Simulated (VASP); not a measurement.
# Ni (C2/c) in VASP: single point with PBE

Aim: the single point of Ni with PBE.

Program: VASP 6.6.1. These are calculated values, not measurements. Logs are shortened: lines on timing, memory, paths and dates and some standing lists are left out, and cuts for length are marked.

## (1) The cell of the first run

It takes space group C2/c (No. 15, monoclinic). Conventional cell: a = 2.482 Å, b = 4.387 Å, c = 4.316 Å, α = 90.00°, β = 102.03°, γ = 90.00°. Within 3.2 Å of Ni (site symmetry 2) lie 14 Ni at 2.46 to 3.17 Å.

## (2) Single point, PBE, collinear spin, ferromagnetic start (11.49 Å³/atom)

INCAR

```
SYSTEM = Ni
ALGO = Normal ; EDIFF = 1E-6
ENCUT = 520 ; GGA = PE
ISIF = 2 ; ISMEAR = -1
ISPIN = 2 ; LASPH = .TRUE.
LCHARG = .TRUE. ; LELF = .TRUE.
LMAXMIX = 4 ; LORBIT = 11
LREAL = .FALSE. ; LVHAR = .TRUE.
LWAVE = .FALSE. ; MAGMOM = 0.662 0.662
NBANDS = 21 ; NELM = 150
PREC = Accurate ; SIGMA = 0.05
```

KPOINTS

```
k-points
0
G
  17 17 9
  0 0 0
```

POSCAR

```
Ni
1.0
   -1.5912366182      1.5107974528      1.2397325741
    1.5107974528     -1.5912366182      1.2397325741
    3.0330057239      3.0330057239     -1.3870570528
Ni
2
Direct
    0.9868390227      0.0131609773      1.0000000000
    0.7631609773      0.2368390227      0.5000000000
```

Potentials or basis: VASP PAW PBE potentials, release 64 (Ni).

The run is started by

```
$ cat potpaw_PBE.64/Ni/POTCAR > POTCAR
$ mpirun -np 1 vasp_std > vasp.out
```

OUTCAR:

```text
SYSTEM = Ni
   EDIFF = 1E-6
   ENCUT = 520
   GGA = PE
   ISIF = 2
   ISMEAR = -1
   ISPIN = 2
   LASPH = .TRUE.
   LORBIT = 11
   LREAL = .FALSE.
   NELM = 150
   PREC = Accurate

 ion  position               nearest neighbor table
   1  0.987  0.013  0.000-   2 2.46   2 2.46   2 2.48   2 2.48   2 2.88   2 2.88
   2  0.763  0.237  0.500-   1 2.46   1 2.46   1 2.48   1 2.48   1 2.88   1 2.88

  Warning from LATTYP: Got some problem with cell dimensions!
  Tried to take original basis but could not verify dimensions!
  LATTYP: Found a base centered monoclinic cell.
 ALAT       =     2.4820733953
 B/A-ratio  =     1.7674492069
 C/A-ratio  =     1.7389060514
 COS(beta)  =    -0.2084956014

  Lattice vectors:

 A1 = (   1.5912366182,  -1.5107974528,  -1.2397325741)
 A2 = (  -1.5107974528,   1.5912366182,  -1.2397325741)
 A3 = (   2.9525665585,   2.9525665585,   1.0924080954)

Analysis of symmetry for initial positions (statically):
=====================================================================
 Subroutine PRICEL returns:
 Original cell was already a primitive cell.

 Routine SETGRP: Setting up the symmetry group for a
 base centered monoclinic supercell.

 Subroutine GETGRP returns: Found  4 space group operations
 (whereof  2 operations were pure point group operations)
 out of a pool of  4 trial point group operations.

The static configuration has the point symmetry C_2 .
 The point group associated with its full space group is C_2h.

Analysis of symmetry for dynamics (positions and initial velocities):
=====================================================================
 Subroutine PRICEL returns:
 Original cell was already a primitive cell.

 Routine SETGRP: Setting up the symmetry group for a
 base centered monoclinic supercell.

 Subroutine GETGRP returns: Found  4 space group operations
 (whereof  2 operations were pure point group operations)
 out of a pool of  4 trial point group operations.

The dynamic configuration has the point symmetry C_2 .
 The point group associated with its full space group is C_2h.

Analysis of structural, dynamic, and magnetic symmetry:
=====================================================================
 Subroutine PRICEL returns:
 Original cell was already a primitive cell.

 Routine SETGRP: Setting up the symmetry group for a
 base centered monoclinic supercell.

 Subroutine GETGRP returns: Found  4 space group operations
 (whereof  2 operations were pure point group operations)
 out of a pool of  4 trial point group operations.

The overall configuration has the point symmetry C_2 .
 The point group associated with its full space group is C_2h.

 Subroutine INISYM returns: Found  4 space group operations
 (whereof  2 operations are pure point group operations),
 and found     1 'primitive' translations

----------------------------------------------------------------------------------------

                                     Primitive cell

  volume of cell :      22.9819

  direct lattice vectors                    reciprocal lattice vectors
    -1.591236618  1.510797453  1.239732574    -0.067574018  0.254795104  0.409386641
     1.510797453 -1.591236618  1.239732574     0.254795104 -0.067574018  0.409386641
     3.033005724  3.033005724 -1.387057053     0.167335640  0.167335640  0.010857454

  length of vectors
     2.520214232  2.520214232  4.508012279     0.486912944  0.486912944  0.236897271

  position of ions in fractional coordinates (direct lattice)
     0.986839023  0.013160977  1.000000000
     0.763160977  0.236839023  0.500000000

  ion indices of the primitive-cell ions
   primitive index   ion index
                 1           1
                 2           2

----------------------------------------------------------------------------------------

 KPOINTS: k-points

Automatic generation of k-mesh.
 Grid dimensions read from file:
 generate k-points for:   17   17    9

 Generating k-lattice:

  Cartesian coordinates                     Fractional coordinates (reciprocal lattice)
    -0.003974942  0.014987947  0.024081567     0.058823529  0.000000000 -0.000000000
     0.014987947 -0.003974942  0.024081567     0.000000000  0.058823529 -0.000000000
     0.018592849  0.018592849  0.001206384     0.000000000  0.000000000  0.111111111

  Length of vectors
     0.028641938  0.028641938  0.026321919

  Shift w.r.t. Gamma in fractional coordinates (k-lattice)
     0.000000000  0.000000000  0.000000000

 Subroutine IBZKPT returns following result:
 ===========================================

 Found    693 irreducible k-points:

 Following reciprocal coordinates:
            Coordinates               Weight
  0.000000  0.000000  0.000000      1.000000
  0.058824 -0.000000 -0.000000      4.000000
  0.117647 -0.000000  0.000000      4.000000
  0.176471  0.000000 -0.000000      4.000000
  0.235294 -0.000000  0.000000      4.000000
  0.294118 -0.000000 -0.000000      4.000000
[... 16 lines left out ...]
 -0.176471  0.058824  0.000000      4.000000
 -0.117647  0.058824 -0.000000      4.000000
 [... further k-points ...]
   k-points           NKPTS =    693   k-points in BZ     NKDIM =    693   number of bands    NBANDS=     21
   number of dos      NEDOS =    301   number of ions     NIONS =      2
   total plane-waves  NPLWV =  14400
   dimension x,y,z NGX =    20 NGY =   20 NGZ =   36
   dimension x,y,z NGXF=    40 NGYF=   40 NGZF=   72
   ions per type =               2
   NGX,Y,Z   is equivalent  to a cutoff of  13.19, 13.19, 13.28 a.u.
   NGXF,Y,Z  is equivalent  to a cutoff of  26.39, 26.39, 26.55 a.u.
 SYSTEM =  Ni
   PREC   = accura    normal or accurate (medium, high low for compatibility)
   ISTART =      0    job   : 0-new  1-cont  2-samecut
   ICHARG =      2    charge: 1-file 2-atom 10-const
   ISPIN  =      2    spin polarized calculation?
   LNONCOLLINEAR =      F non collinear calculations
   LSORBIT =      F    spin-orbit coupling
   LASPH  =      T    aspherical Exc in radial PAW
   ENCUT  =  520.0 eV  38.22 Ry    6.18 a.u.   4.69  4.69  8.38*2*pi/ulx,y,z
   NELM   =    150;   NELMIN=  2; NELMDL= -5     # of ELM steps
   EDIFF  = 0.1E-05   stopping-criterion for ELM
   LREAL  =      F    real-space projection
   EDIFFG = 0.1E-04   stopping-criterion for IOM
   NSW    =      0    number of steps for IOM
   IBRION =     -1    ionic relax: 0-MD 1-quasi-New 2-CG
   NFREE  =      0    steps in history (QN), initial steepest desc. (CG)
   ISIF   =      2    stress and relaxation
   ISYM   =      2    0-nonsym 1-usesym 2-fastsym
   POTIM  = 0.5000    time-step for ionic-motion
   TEBEG  =    0.0;   TEEND  =   0.0 temperature during run
   PSTRESS=    0.0 pullay stress
   NELECT =      20.0000    total number of electrons
   NUPDOWN=      -1.0000    fix difference up-down
   EMIN   =  10.00;   EMAX   =-10.00  energy-range for DOS
   EFERMI =   0.00;   METHOD = LEGACY
   ISMEAR =    -1;   SIGMA  =   0.05  broadening in eV -4-tet -1-fermi 0-gaus
   EFERMI_NEDOS =   21; number of points for ismear=-14 and -15
   IALGO  =     38    algorithm
   IMIX   =      4    mixing-type and parameters
     AMIX     =   0.40;   BMIX     =  1.00
     AMIX_MAG =   1.60;   BMIX_MAG =  1.00
  volume/ion in A,a.u.               =      11.49        77.54
  Fermi-wavevector in a.u.,A,eV,Ry     =   1.562990  2.953622 33.238174  2.442937
  Thomas-Fermi vector in A             =   2.665827
   LORBIT       =     11    0 simple, 1 ext, 2 COOP (PROOUT), +10 PAW based schemes
   GGA     = PE    functional components
   LHFCALC =     F    Hartree Fock is set to
   AEXX    =    0.0000 exact exchange contribution
   IVDW    =     0    specifies the selected vdW correction
   LEPSILON=     F    determine dielectric tensor
   LRPA    =     F    only Hartree local field effects (RPA)
 spin polarized calculation
  energy-cutoff  :      520.00
  volume of cell :       22.98
 maximum number of plane-waves:       632
   NGX =  9   NGY =  9   NGZ = 17

 number of electron      19.9999985 magnetization       1.2817968

 Free energy of the ion-electron system (eV)
  ---------------------------------------------------
  ext. energy  EPLUGINS =         0.00000000
  ---------------------------------------------------
  free energy    TOTEN  =       -10.78637730 eV

  energy without entropy =      -10.75322417  energy(sigma->0) =      -10.76980073

 E-fermi :   8.6249     XC(G=0): -12.9284

 val. band max:        8.6242959952   @ k =   0.4118   0.0588   0.2222
 cond. band min:       8.6249239097   @ k =   0.3529   0.2353   0.3333
 fundamental gap:      0.0006279145
 Fermi energy:         8.6249041363

 spin component 1

 k-point     1 :       0.0000    0.0000    0.0000
  band No.  band energies     occupation
      1      -0.0053      1.00000
      2       4.0691      1.00000
      3       5.9927      1.00000
      4       6.3199      1.00000
      5       6.5934      1.00000
      6       6.6128      1.00000
[... 550 lines left out ...]
      5       6.5921      1.00000
      6       6.6787      1.00000
[... 13 lines left out ...]
     20      35.4525      0.00000
     21      36.5788      0.00000

 [... further k-points ...]

 spin component 2

 k-point     1 :       0.0000    0.0000    0.0000
  band No.  band energies     occupation
      1      -0.0376      1.00000
      2       4.5043      1.00000
      3       6.7653      1.00000
      4       7.0028      1.00000
      5       7.3193      1.00000
      6       7.3305      1.00000
[... 550 lines left out ...]
      5       7.1633      1.00000
      6       7.3059      1.00000
[... 13 lines left out ...]
     20      35.4937      0.00000
     21      36.6683      0.00000

 [... further k-points ...]

------------------------ aborting loop because EDIFF is reached ----------------------------------------

  FORCE on cell =-STRESS in cart. coord.  units (eV):
  Direction    XX          YY          ZZ          XY          YZ          ZX
  --------------------------------------------------------------------------------------
  -------------------------------------------------------------------------------------
  Total       -1.0138415     -1.0138415     -0.9671250     -0.0187113     -0.2147176     -0.2147186
  in kB      -70.6796705    -70.6796705    -67.4228403     -1.3044510    -14.9689756    -14.9690467
  external PRESSURE =     -69.5940604 kB  Pullay stress =       0.0000000 kB

 VOLUME and BASIS-vectors are now :
 -----------------------------------------------------------------------------
  energy-cutoff  :      520.00
  volume of cell :       22.98
      direct lattice vectors                 reciprocal lattice vectors
    -1.591236618  1.510797453  1.239732574    -0.067574018  0.254795104  0.409386641
     1.510797453 -1.591236618  1.239732574     0.254795104 -0.067574018  0.409386641
     3.033005724  3.033005724 -1.387057053     0.167335640  0.167335640  0.010857454

 POSITION                                       TOTAL-FORCE (eV/Angst)
 -----------------------------------------------------------------------------------
     -1.55041      1.46997      1.23973         0.024311     -0.024311      0.000000
      0.65995      2.29262      0.54620        -0.024311      0.024311     -0.000000
 -----------------------------------------------------------------------------------
    total drift:                               -0.000000     -0.000000      0.000000

  FREE ENERGIE OF THE ION-ELECTRON SYSTEM (eV)
  ---------------------------------------------------
  free  energy   TOTEN  =       -10.7863772997 eV

  energy  without entropy=      -10.7532241672  energy(sigma->0) =      -10.76980073

 total charge

# of ion       s       p       d       tot
------------------------------------------
    1        0.478   0.451   8.301   9.231
    2        0.478   0.451   8.301   9.231
--------------------------------------------------
tot          0.957   0.903  16.603  18.462

 magnetization (x)

# of ion       s       p       d       tot
------------------------------------------
    1       -0.005  -0.023   0.684   0.655
    2       -0.005  -0.023   0.684   0.655
--------------------------------------------------
tot         -0.011  -0.046   1.368   1.311
```

Run time: 19 min. Hardware: 1 thread of AMD EPYC 9755, shared host; peak memory 0.46 GiB.

Results:

```yaml
Free_energy: -10.7864 eV
Pressure: -7.0 GPa
Largest_force: 0.034 eV/Å
Net_moment: 1.28 μB per cell
Site_moments: Ni +0.66 μB
Valence_electrons_inside_the_program's_atomic_spheres: Ni 9.23
```

Forces on the atoms (eV/Å):
```
Ni   0.024 -0.024  0.000
Ni  -0.024  0.024  0.000
```

Levels at points of the mesh, in eV from the Fermi level:
Spin up:
```csv
k point,band 9,band 10,band 11,band 12,band 13,band 14
"(0.00, 0.00, 0.00)",-1.05,-0.92,-0.60,-0.46,4.89,21.88
```
Spin down:
| k point | band 7 | band 8 | band 9 | band 10 | band 11 | band 12 |
| --- | --- | --- | --- | --- | --- | --- |
| (0.00, 0.00, 0.00) | -1.21 | -1.04 | -0.51 | -0.46 | -0.33 | 0.14 |

Caveat: the cell stands under tension.
